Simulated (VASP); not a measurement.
# HfC5 (Pmmm) in VASP: further runs

The runs below take HfC5 through single point, relaxation of cell and atoms, with PBE.

Program: VASP 6.6.1. These are calculated values, not measurements. Logs are shortened: lines on timing, memory, paths and dates and some standing lists are left out, and cuts for length are marked.

### Step 1. The cell of the first run

It takes space group Pmmm (No. 47, orthorhombic). Conventional cell: a = 4.336 Å, b = 4.797 Å, c = 7.194 Å, α = 90.00°, β = 90.00°, γ = 90.00°. Within 2.9 Å of Hf (site symmetry mmm) lie 4 C at 2.17 to 2.40 Å. Hf (site symmetry mmm) has 4 C at 2.17 to 2.40 Å within 2.9 Å. Within 1.9 Å of C (site symmetry 2mm) lie 3 C at 1.41 to 1.44 Å. C (site symmetry m) has 3 C at 1.40 to 1.44 Å within 1.9 Å. Within 1.9 Å of C (site symmetry 2mm) lie 3 C at 1.40 to 1.44 Å. C (site symmetry mmm) has 4 Hf at 2.17 to 2.40 Å within 2.9 Å. Within 2.9 Å of C (site symmetry mmm) lie 4 Hf at 2.17 to 2.40 Å.

### Step 2. Single point, PBE

Contents of INCAR:

```
SYSTEM = HfC5
  PREC = Accurate
  ENCUT = 520
  EDIFF = 1E-6
  ISMEAR = 0
  SIGMA = 0.2
  LREAL = .False.
  LASPH = .True.
  NELM = 60
  ALGO = Normal
  ISIF = 2
  LWAVE = .False.
  LCHARG = .False.
  GGA = PE
  NBANDS = 42
```

Contents of KPOINTS:

```
Automatic mesh
0
Gamma
  4 3 3
  0 0 0
```

Contents of POSCAR:

```
HfC5
1.0
    4.3359286056      0.0000000000      0.0000000000
    0.0000000000      4.7966962841      0.0000000000
    0.0000000000      0.0000000000      7.1935729469
Hf C
2 10
Direct
    0.0000000000      0.0000000000      0.5000000000
    0.5000000000      0.5000000000      0.5000000000
    0.3343107182      0.5000000000      0.0000000000
    0.1656255075      0.7504880308      0.0000000000
    0.3341561599      0.0000000000      0.0000000000
    0.1656255075      0.2495119692      0.0000000000
    0.6656892818      0.5000000000      0.0000000000
    0.8343744925      0.2495119692      0.0000000000
    0.6658438401      0.0000000000      0.0000000000
    0.8343744925      0.7504880308      0.0000000000
    0.5000000000      0.0000000000      0.5000000000
    0.0000000000      0.5000000000      0.5000000000
```

Potentials or basis: VASP PAW PBE potentials, release 64 (Hf_pv, C).

Command:

```sh
> cat potpaw_PBE.64/Hf_pv/POTCAR potpaw_PBE.64/C/POTCAR > POTCAR
> mpirun -np 1 vasp_std > vasp.out
```

OUTCAR:

```text
SYSTEM = HfC5
   PREC = Accurate
   ENCUT = 520
   EDIFF = 1E-6
   ISMEAR = 0
   LREAL = .False.
   LASPH = .True.
   NELM = 60
   ISIF = 2
   GGA = PE

 ion  position               nearest neighbor table
   1  0.000  0.000  0.500-  11 2.17  11 2.17  12 2.40  12 2.40   2 3.23   2 3.23   2 3.23   2 3.23

   2  0.500  0.500  0.500-  12 2.17  12 2.17  11 2.40  11 2.40   1 3.23   1 3.23   1 3.23   1 3.23

   3  0.334  0.500  0.000-   4 1.41   6 1.41   7 1.44
   4  0.166  0.750  0.000-   5 1.40   3 1.41  10 1.44
   5  0.334  0.000  0.000-   4 1.40   6 1.40   9 1.44
   6  0.166  0.250  0.000-   5 1.40   3 1.41   8 1.44
   7  0.666  0.500  0.000-   8 1.41  10 1.41   3 1.44
   8  0.834  0.250  0.000-   9 1.40   7 1.41   6 1.44
   9  0.666  0.000  0.000-   8 1.40  10 1.40   5 1.44
  10  0.834  0.750  0.000-   9 1.40   7 1.41   4 1.44
  11  0.500  0.000  0.500-   1 2.17   1 2.17   2 2.40   2 2.40
  12  0.000  0.500  0.500-   2 2.17   2 2.17   1 2.40   1 2.40

  LATTYP: Found a simple orthorhombic cell.
 ALAT       =     4.3359286056
 B/A-ratio  =     1.1062673583
 C/A-ratio  =     1.6590616685

  Lattice vectors:

 A1 = (   4.3359286056,   0.0000000000,   0.0000000000)
 A2 = (   0.0000000000,   4.7966962841,   0.0000000000)
 A3 = (   0.0000000000,   0.0000000000,   7.1935729469)

Analysis of symmetry for initial positions (statically):
=====================================================================
 Subroutine PRICEL returns:
 Original cell was already a primitive cell.

 Routine SETGRP: Setting up the symmetry group for a
 simple orthorhombic supercell.

 Subroutine GETGRP returns: Found  8 space group operations
 (whereof  8 operations were pure point group operations)
 out of a pool of  8 trial point group operations.

The static configuration has the point symmetry D_2h.

Analysis of symmetry for dynamics (positions and initial velocities):
=====================================================================
 Subroutine PRICEL returns:
 Original cell was already a primitive cell.

 Routine SETGRP: Setting up the symmetry group for a
 simple orthorhombic supercell.

 Subroutine GETGRP returns: Found  8 space group operations
 (whereof  8 operations were pure point group operations)
 out of a pool of  8 trial point group operations.

The dynamic configuration has the point symmetry D_2h.

 Subroutine INISYM returns: Found  8 space group operations
 (whereof  8 operations are pure point group operations),
 and found     1 'primitive' translations

----------------------------------------------------------------------------------------

                                     Primitive cell

  volume of cell :     149.6129

  direct lattice vectors                    reciprocal lattice vectors
     4.335928606  0.000000000  0.000000000     0.230631104  0.000000000  0.000000000
     0.000000000  4.796696284  0.000000000     0.000000000  0.208476823  0.000000000
     0.000000000  0.000000000  7.193572947     0.000000000  0.000000000  0.139012978

  length of vectors
     4.335928606  4.796696284  7.193572947     0.230631104  0.208476823  0.139012978

  position of ions in fractional coordinates (direct lattice)
     0.000000000  0.000000000  0.500000000
     0.500000000  0.500000000  0.500000000
     0.334310718  0.500000000  0.000000000
     0.165625508  0.750488031  0.000000000
     0.334156160  0.000000000  0.000000000
     0.165625508  0.249511969  0.000000000
     0.665689282  0.500000000  0.000000000
     0.834374492  0.249511969  0.000000000
     0.665843840  0.000000000  0.000000000
     0.834374492  0.750488031  0.000000000
     0.500000000  0.000000000  0.500000000
     0.000000000  0.500000000  0.500000000

  ion indices of the primitive-cell ions
   primitive index   ion index
                 1           1
                 2           2
                 3           3
                 4           4
                 5           5
                 6           6
                 7           7
                 8           8
                 9           9
                10          10
                11          11
                12          12

----------------------------------------------------------------------------------------

 KPOINTS: Automatic mesh

Automatic generation of k-mesh.
 Grid dimensions read from file:
 generate k-points for:    4    3    3

 Generating k-lattice:

  Cartesian coordinates                     Fractional coordinates (reciprocal lattice)
     0.057657776  0.000000000  0.000000000     0.250000000  0.000000000  0.000000000
     0.000000000  0.069492274  0.000000000     0.000000000  0.333333333  0.000000000
     0.000000000  0.000000000  0.046337659     0.000000000  0.000000000  0.333333333

  Length of vectors
     0.057657776  0.069492274  0.046337659

  Shift w.r.t. Gamma in fractional coordinates (k-lattice)
     0.000000000  0.000000000  0.000000000

 Subroutine IBZKPT returns following result:
[... 67 lines left out ...]
 non-spin polarized calculation
 Gauss-broadening in eV      SIGMA  =   0.20
  energy-cutoff  :      520.00
  volume of cell :      149.61
 maximum number of plane-waves:      4054
   NGX = 17   NGY = 17   NGZ = 27

 number of electron      59.9999997 magnetization

 Free energy of the ion-electron system (eV)
  ---------------------------------------------------
  ext. energy  EPLUGINS =         0.00000000
  ---------------------------------------------------
  free energy    TOTEN  =      -109.51786186 eV

  energy without entropy =     -109.49527016  energy(sigma->0) =     -109.50656601

 E-fermi :   3.8745     XC(G=0):  -9.9697

 val. band max:        3.7492041065   @ k =   0.0000   0.3333   0.0000
 cond. band min:       4.0075943372   @ k =   0.2500   0.0000   0.0000
 fundamental gap:      0.2583902308
 Fermi energy:         3.8744649702

 k-point     1 :       0.0000    0.0000    0.0000
  band No.  band energies     occupation
      1     -27.3666      2.00000
      2     -27.2865      2.00000
      3     -26.7679      2.00000
      4     -26.6168      2.00000
      5     -26.4048      2.00000
      6     -26.3284      2.00000
[... 34 lines left out ...]
     41       7.6567      0.00000
     42      10.7496      0.00000

 k-point     2 :       0.2500    0.0000    0.0000
  band No.  band energies     occupation
      1     -27.3578      2.00000
      2     -27.2934      2.00000
      3     -26.7155      2.00000
      4     -26.5868      2.00000
      5     -26.4582      2.00000
      6     -26.3826      2.00000
[... 34 lines left out ...]
     41       8.5340      0.00000
     42      10.7304      0.00000

 k-point     3 :       0.5000    0.0000    0.0000
  band No.  band energies     occupation
      1     -27.3465      2.00000
      2     -27.3030      2.00000
      3     -26.5984      2.00000
      4     -26.5764      2.00000
      5     -26.5106      2.00000
      6     -26.4828      2.00000
[... 34 lines left out ...]
     41       9.5867      0.00000
     42       9.6142      0.00000

 k-point     4 :       0.0000    0.3333    0.0000
  band No.  band energies     occupation
      1     -27.3538      2.00000
      2     -27.2989      2.00000
      3     -26.6844      2.00000
      4     -26.5469      2.00000
      5     -26.5022      2.00000
      6     -26.4008      2.00000
[... 304 lines left out ...]
     41       9.3236      0.00000
     42      10.0963      0.00000

 k-point    11 :       0.2500    0.3333    0.3333
  band No.  band energies     occupation
      1     -27.3501      2.00000
      2     -27.3006      2.00000
      3     -26.7420      2.00000
      4     -26.6254      2.00000
      5     -26.4469      2.00000
      6     -26.3343      2.00000
[... 34 lines left out ...]
     41       9.6307      0.00000
     42       9.7203      0.00000

 k-point    12 :       0.5000    0.3333    0.3333
  band No.  band energies     occupation
      1     -27.3462      2.00000
      2     -27.3027      2.00000
      3     -26.7399      2.00000
      4     -26.7369      2.00000
      5     -26.3474      2.00000
      6     -26.3386      2.00000
[... 34 lines left out ...]
     41       9.8446      0.00000
     42       9.8597      0.00000

------------------------ aborting loop because EDIFF is reached ----------------------------------------

  FORCE on cell =-STRESS in cart. coord.  units (eV):
  Direction    XX          YY          ZZ          XY          YZ          ZX
  --------------------------------------------------------------------------------------
  -------------------------------------------------------------------------------------
  Total        0.0316494     -0.0035074      0.1894509      0.0000000      0.0000000      0.0000000
  in kB        0.3389275     -0.0375597      2.0287949      0.0000000      0.0000000      0.0000000
  external PRESSURE =       0.7767209 kB  Pullay stress =       0.0000000 kB

 VOLUME and BASIS-vectors are now :
 -----------------------------------------------------------------------------
  energy-cutoff  :      520.00
  volume of cell :      149.61
      direct lattice vectors                 reciprocal lattice vectors
     4.335928606  0.000000000  0.000000000     0.230631104  0.000000000  0.000000000
     0.000000000  4.796696284  0.000000000     0.000000000  0.208476823  0.000000000
     0.000000000  0.000000000  7.193572947     0.000000000  0.000000000  0.139012978

 POSITION                                       TOTAL-FORCE (eV/Angst)
 -----------------------------------------------------------------------------------
      0.00000      0.00000      3.59679         0.000000      0.000000      0.000000
      2.16796      2.39835      3.59679         0.000000      0.000000      0.000000
      1.44955      2.39835      0.00000        -0.005760      0.000000      0.000000
      0.71814      3.59986      0.00000         0.006751      0.001730      0.000000
      1.44888      0.00000      0.00000        -0.009880      0.000000      0.000000
      0.71814      1.19683      0.00000         0.006751     -0.001730      0.000000
      2.88638      2.39835      0.00000         0.005760      0.000000      0.000000
      3.61779      1.19683      0.00000        -0.006751     -0.001730     -0.000000
      2.88705      0.00000      0.00000         0.009880      0.000000      0.000000
      3.61779      3.59986      0.00000        -0.006751      0.001730     -0.000000
      2.16796      0.00000      3.59679         0.000000      0.000000      0.000000
      0.00000      2.39835      3.59679         0.000000      0.000000      0.000000
 -----------------------------------------------------------------------------------
    total drift:                                0.000000      0.000000     -0.000000

  FREE ENERGIE OF THE ION-ELECTRON SYSTEM (eV)
  ---------------------------------------------------
  free  energy   TOTEN  =      -109.5178618574 eV

  energy  without entropy=     -109.4952701583  energy(sigma->0) =     -109.50656601
```

Run time: 78 s. Hardware: 1 thread of Intel Xeon Platinum 8488C (Sapphire Rapids), shared host; peak memory 0.26 GiB.

What came out:

- Free energy: -109.5179 eV
- Pressure: 0.1 GPa
- Largest force: 0.010 eV/Å
- Band gap on the k mesh: zero (bands 30 and 31 overlap by 0.69 eV)

Forces in eV/Å, atoms in the order of the input:
```
Hf   0.000  0.000  0.000
Hf   0.000  0.000  0.000
C   -0.006  0.000  0.000
C    0.007  0.002  0.000
C   -0.010  0.000  0.000
C    0.007 -0.002  0.000
C    0.006  0.000  0.000
C   -0.007 -0.002  0.000
C    0.010  0.000  0.000
C   -0.007  0.002  0.000
C    0.000  0.000  0.000
C    0.000  0.000  0.000
```

Caveat: the k points lie up to 0.44 Å⁻¹ apart, too coarse for converged energies and pressures of a metal; spin-orbit coupling is left out, which moves the levels of the heavy elements.

### Step 3. Relaxation of cell and atoms, PBE

This run uses another cell than the first one, of 11.97 Å³/atom.

Contents of INCAR:

```
  PREC = Accurate
  ENCUT = 600
  EDIFF = 1E-7
  ISMEAR = 0
  SIGMA = 0.2
  LREAL = False
  LASPH = True
  NELM = 100
  ALGO = Normal
  ISIF = 3
  LWAVE = False
  LCHARG = False
  GGA = PE
  IBRION = 2
  NSW = 36
  EDIFFG = -0.08
```

Contents of KPOINTS:

```
regular mesh
0
Gamma
  4 3 3
```

Contents of POSCAR:

```
HfC5
1.0
    4.4907580500      0.0000000000      0.0000000000
    0.0000000000      5.0792022100      0.0000000000
    0.0000000000      0.0000000000      6.2973848600
Hf C
2 10
Direct
    0.0000000000      0.0000000000      0.5000000000
    0.5000000000      0.5000000000      0.5000000000
    0.3333000000      0.5000000000      0.0000000000
    0.1667000000      0.7500000000      0.0000000000
    0.3333000000      0.0000000000      0.0000000000
    0.1667000000      0.2500000000      0.0000000000
    0.6667000000      0.5000000000      0.0000000000
    0.8333000000      0.2500000000      0.0000000000
    0.6667000000      0.0000000000      0.0000000000
    0.8333000000      0.7500000000      0.0000000000
    0.5000000000      0.0000000000      0.5000000000
    0.0000000000      0.5000000000      0.5000000000
```

Potentials or basis: VASP PAW PBE potentials, release 64 (Hf_pv, C).

Command:

```sh
> cat potpaw_PBE.64/Hf_pv/POTCAR potpaw_PBE.64/C/POTCAR > POTCAR
> mpirun -np 1 vasp_std > vasp.out
```

Wall time 12 min (1 thread of Intel Xeon Platinum 8488C (Sapphire Rapids), shared host); peak memory 0.31 GiB.

Results (log left out):

```yaml
Free_energy: -109.5432 eV
Relaxed_volume: 12.34 Å³/atom
Relaxed_cell: a = 4.333 Å, b = 4.795 Å, c = 7.129 Å, α = 90.00°, β = 90.00°, γ = 90.00°
Space_group_after_relaxing_to_0.1_Å: Pmmm (No. 47)
Pressure_after_relaxing: 0.2 GPa
Largest_force_after_relaxing: 0.039 eV/Å
Band_gap_on_the_k_mesh: zero (bands 30 and 31 overlap by 0.74 eV)
```

Forces on the atoms (eV/Å):
```
Hf   0.000  0.000  0.000
Hf   0.000  0.000  0.000
C    0.039  0.000  0.000
C   -0.036 -0.013  0.000
C    0.012  0.000  0.000
C   -0.036  0.013  0.000
C   -0.039  0.000  0.000
C    0.036  0.013  0.000
C   -0.012  0.000  0.000
C    0.036 -0.013  0.000
C    0.000  0.000  0.000
C    0.000  0.000  0.000
```

Stress tensor (GPa, compression positive):
```
0.32 0.00 0.00
0.00 0.14 0.00
0.00 0.00 0.21
```

Final structure:
```
Hf C
1.0
     4.33254    0.00000    0.00000
     0.00000    4.79542    0.00000
     0.00000    0.00000    7.12905
Hf C
2 10
Cartesian
  0.0000 0.0000 3.5645
  2.1663 2.3977 3.5645
  1.4481 2.3977 0.0000
  0.7178 3.5993 0.0000
  1.4477 0.0000 0.0000
  0.7178 1.1961 0.0000
  2.8845 2.3977 0.0000
  3.6147 1.1961 0.0000
  2.8848 0.0000 0.0000
  3.6147 3.5993 0.0000
  2.1663 0.0000 3.5645
  0.0000 2.3977 3.5645
```

Levels at points of the mesh, in eV from the Fermi level:
| k point | band 27 | band 28 | band 29 | band 30 | band 31 | band 32 | band 33 | band 34 |
| --- | --- | --- | --- | --- | --- | --- | --- | --- |
| (0.00, 0.00, 0.00) | -0.33 | -0.20 | -0.16 | 0.37 | 0.76 | 1.03 | 1.19 | 1.52 |
| (0.50, 0.00, 0.00) | -1.76 | -1.75 | -1.66 | -1.53 | 0.86 | 0.94 | 0.95 | 1.32 |

Caveat: the k points lie up to 0.44 Å⁻¹ apart in the final cell, too coarse for converged energies and pressures of a metal; spin-orbit coupling is left out, which moves the levels of the heavy elements; the relaxation stopped at a loose force limit of 0.08 eV/Å, so its end isn't a converged minimum.

### Step 4. Single point, PBE (13.82 Å³/atom)

This run uses another cell than the first one, of 13.82 Å³/atom.

Contents of INCAR:

```
SYSTEM = HfC5
PREC     = Accurate       ! precision mode
ENCUT    = 520            ! plane-wave cutoff, eV
EDIFF    = 1E-7           ! SCF threshold, eV
ISMEAR   = 0              ! smearing method
SIGMA    = 0.1            ! smearing width, eV
LREAL    = .FALSE.        ! projectors in reciprocal space
LASPH    = .TRUE.         ! aspherical terms in the spheres
NELM     = 80             ! most SCF steps
ALGO     = Normal         ! electronic algorithm
ISIF     = 2              ! what is computed and relaxed
LWAVE    = .FALSE.        ! write WAVECAR
LCHARG   = .FALSE.        ! write CHGCAR
GGA      = PE             ! functional
NBANDS   = 42             ! bands
```

Contents of KPOINTS:

```
regular mesh
0
G
  8 6 4
  0 0 0
```

Contents of POSCAR:

```
HfC5
1.0
    4.3239346259      0.0000000000      0.0000000000
    0.0000000000      4.7951569085      0.0000000000
    0.0000000000      0.0000000000      7.9968232892
Hf C
2 10
Direct
    0.0000000000      0.0000000000      0.5000000000
    0.5000000000      0.5000000000      0.5000000000
    0.3344115758      0.5000000000      0.0000000000
    0.1655225105      0.7501846254      0.0000000000
    0.3344820869      0.0000000000      0.0000000000
    0.1655225105      0.2498153746      0.0000000000
    0.6655884242      0.5000000000      0.0000000000
    0.8344774895      0.2498153746      0.0000000000
    0.6655179131      0.0000000000      0.0000000000
    0.8344774895      0.7501846254      0.0000000000
    0.5000000000      0.0000000000      0.5000000000
    0.0000000000      0.5000000000      0.5000000000
```

Command:

```sh
> cat potpaw_PBE.64/Hf_pv/POTCAR potpaw_PBE.64/C/POTCAR > POTCAR
> mpirun -np 1 vasp_std > vasp.out
```

It took 4.6 min on 1 thread of AMD EPYC 9R45 (Zen 5), shared host; peak memory 0.42 GiB.

Results (log left out):

```
Free energy            : -109.4955 eV
Pressure               : 0.3 GPa
Largest force          : 0.007 eV/Å
Band gap on the k mesh : zero (bands 30 and 31 overlap by 0.80 eV)
```

Forces on the atoms (eV/Å):
```
Hf   0.000  0.000  0.000
Hf   0.000  0.000  0.000
C    0.007  0.000  0.000
C   -0.007  0.003  0.000
C    0.005  0.000  0.000
C   -0.007 -0.003  0.000
C   -0.007  0.000  0.000
C    0.007 -0.003  0.000
C   -0.005  0.000  0.000
C    0.007  0.003  0.000
C    0.000  0.000  0.000
C    0.000  0.000  0.000
```

Stress tensor (GPa, compression positive):
```
0.42 0.00 0.00
0.00 0.34 0.00
0.00 0.00 0.14
```

Levels at points of the mesh, in eV from the Fermi level:
```
           k point  band 28  band 29  band 30  band 31  band 32  band 33
(0.00, 0.00, 0.00)    -0.38    -0.24     0.42     0.53     0.99     1.00
(0.50, 0.00, 0.00)    -1.86    -1.82    -1.81     0.83     0.83     0.98
(0.00, 0.50, 0.00)    -1.50    -0.60    -0.60     0.49     0.57     0.72
(0.50, 0.50, 0.00)    -2.45    -2.34    -2.34     1.07     1.08     3.58
(0.00, 0.00, 0.50)    -0.22     0.18     0.43     0.48     0.89     0.93
(0.50, 0.00, 0.50)    -2.00    -1.82    -1.78     0.85     1.18     1.22
(0.00, 0.50, 0.50)    -1.66    -0.58    -0.58     0.40     0.54     1.15
(0.50, 0.50, 0.50)    -2.46    -2.45    -2.45     1.37     1.39     3.60
```

Caveat: spin-orbit coupling is left out, which moves the levels of the heavy elements.

### Step 5. The runs side by side

```csv
task,cell,k mesh,cutoff (eV),smearing,gap on the mesh (eV),pressure (GPa),largest force (eV/Å)
single point,"a = 4.336, b = 4.797, c = 7.194 Å, 12 atoms",4 × 3 × 3,520,gaussian 0.2 eV,none,0.1,0.01
relaxation of cell and atoms,"relaxed from a = 4.491, b = 5.079, c = 6.297 Å, 12 atoms",4 × 3 × 3,600,gaussian 0.2 eV,none,0.2,0.04
single point,"a = 4.324, b = 4.795, c = 7.997 Å, 12 atoms",8 × 6 × 4,520,gaussian 0.1 eV,none,0.3,0.01
```

Alike in all rows: level PBE; potentials or basis VASP PAW PBE potentials, release 64 (Hf_pv, C); no spin polarisation.

Caveats: some runs use coarse meshes; spin-orbit coupling is left out, which moves the levels of the heavy elements; the relaxation stopped at a loose force limit of 0.08 eV/Å, so its end isn't a converged minimum (at least some runs).

Total energies depend on the potentials used, so only differences within one code and one set of settings carry meaning.
